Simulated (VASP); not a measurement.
# SiO2 (P4_32_12) in VASP: notebook, part 2 of 2

VASP 6.6.1. Earlier steps stand in the parts before.

**3. Single point, PBE**

File INCAR:

```
PREC = Accurate
ENCUT = 520
EDIFF = 1E-7
ISMEAR = -1
SIGMA = 0.02
LREAL = Auto
LASPH = True
NELM = 100
ALGO = Normal
ISIF = 2
LWAVE = False
LCHARG = False
GGA = PE
NBANDS = 120
```

File KPOINTS:

```
Automatic mesh
0
Gamma
  4 4 3
```

File POSCAR:

```
SiO2
1.0
    7.4462000000      0.0000000000      0.0000000000
    0.0000000000      7.4462000000      0.0000000000
    0.0000000000      0.0000000000      8.5838000000
Si O
12 24
Direct
    0.3282300000      0.1188600000      0.2490000000
    0.3811400000      0.8282300000      0.9990000000
    0.6717700000      0.8811400000      0.7490000000
    0.6188600000      0.1717700000      0.4990000000
    0.8282300000      0.3811400000      0.0010000000
    0.8811400000      0.6717700000      0.2510000000
    0.1717700000      0.6188600000      0.5010000000
    0.1188600000      0.3282300000      0.7510000000
    0.4102000000      0.4102000000      0.0000000000
    0.0898000000      0.9102000000      0.7500000000
    0.5898000000      0.5898000000      0.5000000000
    0.9102000000      0.0898000000      0.2500000000
    0.4488000000      0.1266000000      0.4014000000
    0.3734000000      0.9488000000      0.1514000000
    0.5512000000      0.8734000000      0.9014000000
    0.6266000000      0.0512000000      0.6514000000
    0.9488000000      0.3734000000      0.8486000000
    0.8734000000      0.5512000000      0.0986000000
    0.0512000000      0.6266000000      0.3486000000
    0.1266000000      0.4488000000      0.5986000000
    0.1156000000      0.1222000000      0.3065800000
    0.3778000000      0.6156000000      0.0565800000
    0.8844000000      0.8778000000      0.8065800000
    0.6222000000      0.3844000000      0.5565800000
    0.6156000000      0.3778000000      0.9434200000
    0.8778000000      0.8844000000      0.1934200000
    0.3844000000      0.6222000000      0.4434200000
    0.1222000000      0.1156000000      0.6934200000
    0.3593000000      0.3017000000      0.1526000000
    0.1983000000      0.8593000000      0.9026000000
    0.6407000000      0.6983000000      0.6526000000
    0.8017000000      0.1407000000      0.4026000000
    0.8593000000      0.1983000000      0.0974000000
    0.6983000000      0.6407000000      0.3474000000
    0.1407000000      0.8017000000      0.5974000000
    0.3017000000      0.3593000000      0.8474000000
```

Potentials or basis: VASP PAW PBE potentials, release 64 (Si, O).

Command:

```bash
cat potpaw_PBE.64/Si/POTCAR potpaw_PBE.64/O/POTCAR > POTCAR
mpirun -np 1 vasp_std > vasp.out
```

OUTCAR:

```text
PREC = Accurate
   ENCUT = 520
   EDIFF = 1E-7
   ISMEAR = -1
   LREAL = Auto
   LASPH = True
   NELM = 100
   ISIF = 2
   GGA = PE

 ion  position               nearest neighbor table
   1  0.328  0.119  0.249-  14 1.56  13 1.59  29 1.61  21 1.66   2 3.07   4 3.07   9 3.11  12 3.12

   2  0.381  0.828  0.999-  15 1.56  14 1.59  30 1.61  22 1.66   1 3.07   3 3.07  10 3.11   9 3.12

[... 1632 lines left out ...]
  Total       21.6652745     21.6652745     35.5264366      0.0000000      0.0000000      0.0000000
  in kB       72.9332884     72.9332884    119.5950616      0.0000000      0.0000000      0.0000000
  external PRESSURE =      88.4872128 kB  Pullay stress =       0.0000000 kB

 VOLUME and BASIS-vectors are now :
 -----------------------------------------------------------------------------
  energy-cutoff  :      520.00
  volume of cell :      475.94
      direct lattice vectors                 reciprocal lattice vectors
     7.446200000  0.000000000  0.000000000     0.134296688  0.000000000  0.000000000
     0.000000000  7.446200000  0.000000000     0.000000000  0.134296688  0.000000000
     0.000000000  0.000000000  8.583800000     0.000000000  0.000000000  0.116498520

 POSITION                                       TOTAL-FORCE (eV/Angst)
 -----------------------------------------------------------------------------------
      2.44407      0.88506      2.13737        -2.544417      1.621896      0.980917
      2.83804      6.16717      8.57522        -1.621896     -2.544417      0.980917
      5.00213      6.56114      6.42927         2.544417     -1.621896      0.980917
      4.60816      1.27903      4.28332         1.621896      2.544417      0.980917
      6.16717      2.83804      0.00858        -2.544417     -1.621896     -0.980917
      6.56114      5.00213      2.15453        -1.621896      2.544417     -0.980917
[... 28 lines left out ...]
      1.04768      5.96962      5.12796         0.147009     -0.671706     -0.455605
      2.24652      2.67542      7.27391        -0.671706     -0.147009     -0.455605
 -----------------------------------------------------------------------------------
    total drift:                               -0.000001      0.000001      0.000000

  FREE ENERGIE OF THE ION-ELECTRON SYSTEM (eV)
  ---------------------------------------------------
  free  energy   TOTEN  =      -282.7150502758 eV

  energy  without entropy=     -282.7150502758  energy(sigma->0) =     -282.71505028
```

OSZICAR:

```text
N       E                     dE             d eps       ncg     rms          rms(c)
DAV:   1     0.129296842618E+04    0.12930E+04   -0.10141E+05  2936   0.148E+03
DAV:   2    -0.216723174640E+03   -0.15097E+04   -0.14747E+04  3496   0.345E+02
DAV:   3    -0.321209801310E+03   -0.10449E+03   -0.10398E+03  3392   0.979E+01
DAV:   4    -0.322893555488E+03   -0.16838E+01   -0.16785E+01  3456   0.132E+01
DAV:   5    -0.322931986660E+03   -0.38431E-01   -0.38380E-01  3376   0.187E+00    0.527E+01
DAV:   6    -0.282786963481E+03    0.40145E+02   -0.16834E+02  3256   0.362E+01    0.246E+01
DAV:   7    -0.282715021017E+03    0.71942E-01   -0.45195E+00  3632   0.554E+00    0.906E+00
DAV:   8    -0.282669510472E+03    0.45511E-01   -0.25670E-01  3376   0.191E+00    0.346E+00
DAV:   9    -0.282705854114E+03   -0.36344E-01   -0.11286E-01  3240   0.133E+00    0.621E-01
DAV:  10    -0.282712812321E+03   -0.69582E-02   -0.11987E-02  3376   0.349E-01    0.324E-01
DAV:  11    -0.282714755027E+03   -0.19427E-02   -0.45017E-03  3184   0.266E-01    0.108E-01
DAV:  12    -0.282714992854E+03   -0.23783E-03   -0.12665E-03  3352   0.128E-01    0.372E-02
DAV:  13    -0.282715037966E+03   -0.45112E-04   -0.26665E-04  3264   0.599E-02    0.220E-02
DAV:  14    -0.282715045897E+03   -0.79311E-05   -0.14516E-05  3344   0.151E-02    0.163E-02
DAV:  15    -0.282715049281E+03   -0.33843E-05   -0.10977E-05  3128   0.107E-02    0.547E-03
DAV:  16    -0.282715050323E+03   -0.10420E-05   -0.20473E-06  3456   0.459E-03    0.137E-03
DAV:  17    -0.282715050276E+03    0.47447E-07   -0.83678E-08  2288   0.158E-03
   1 F= -.28271505E+03 E0= -.28271505E+03  d E =-.297076E-12
```

stdout:

```text
POSCAR found type information on POSCAR SiO
 POSCAR found :  2 types and      36 ions
 scaLAPACK will be used
 LDA part: xc-table for (Slater+PW92), standard interpolation
 POSCAR, INCAR and KPOINTS ok, starting setup
 FFT: planning ... GRIDC
 FFT: planning ... GRID_SOFT
 FFT: planning ... GRID
 WAVECAR not read
 entering main loop
```

It took 7.2 min on 1 thread of Intel Xeon Platinum 8481C at 2.70GHz (Sapphire Rapids), shared host; peak memory 0.7 GiB.

Results:

```
Free energy            : -282.7151 eV
Pressure               : 8.8 GPa
Largest force          : 3.173 eV/Å
Band gap on the k mesh : 5.64 eV, direct
```

Forces in eV/Å, atoms in the order of the input:
```
Si  -2.544  1.622  0.981
Si  -1.622 -2.544  0.981
Si   2.544 -1.622  0.981
Si   1.622  2.544  0.981
Si  -2.544 -1.622 -0.981
Si  -1.622  2.544 -0.981
Si   2.544  1.622 -0.981
Si   1.622 -2.544 -0.981
Si   1.369  1.369  0.000
Si  -1.369  1.369  0.000
Si  -1.369 -1.369  0.000
Si   1.369 -1.369  0.000
O   -1.143 -0.578 -0.239
O    0.578 -1.143 -0.239
O    1.143  0.578 -0.239
O   -0.578  1.143 -0.239
O   -1.143  0.578  0.239
O    0.578  1.143  0.239
O    1.143 -0.578  0.239
O   -0.578 -1.143  0.239
O    1.284 -0.127 -0.543
O    0.127  1.284 -0.543
O   -1.284  0.127 -0.543
O   -0.127 -1.284 -0.543
O    1.284  0.127  0.543
O    0.127 -1.284  0.543
O   -1.284 -0.127  0.543
O   -0.127  1.284  0.543
O   -0.147 -0.672  0.456
O    0.672 -0.147  0.456
O    0.147  0.672  0.456
O   -0.672  0.147  0.456
O   -0.147  0.672 -0.456
O    0.672  0.147 -0.456
O    0.147 -0.672 -0.456
O   -0.672 -0.147 -0.456
```

Levels at points of the mesh, in eV from the valence-band top:
```
           k point  band 93  band 94  band 95  band 96  band 97  band 98  band 99  band 100
(0.00, 0.00, 0.00)    -0.39    -0.14    -0.14     0.00     5.64     8.01     8.01      8.44
(0.50, 0.00, 0.00)    -0.25    -0.25    -0.05    -0.05     6.71     6.71     8.43      8.43
(0.50, 0.50, 0.00)    -0.18    -0.18    -0.16    -0.16     7.53     7.53     7.55      7.55
```

Caveat: forces of over 1 eV/Å act on the atoms, so gaps and moduli don't describe the material at rest. A k mesh can miss the band edges.
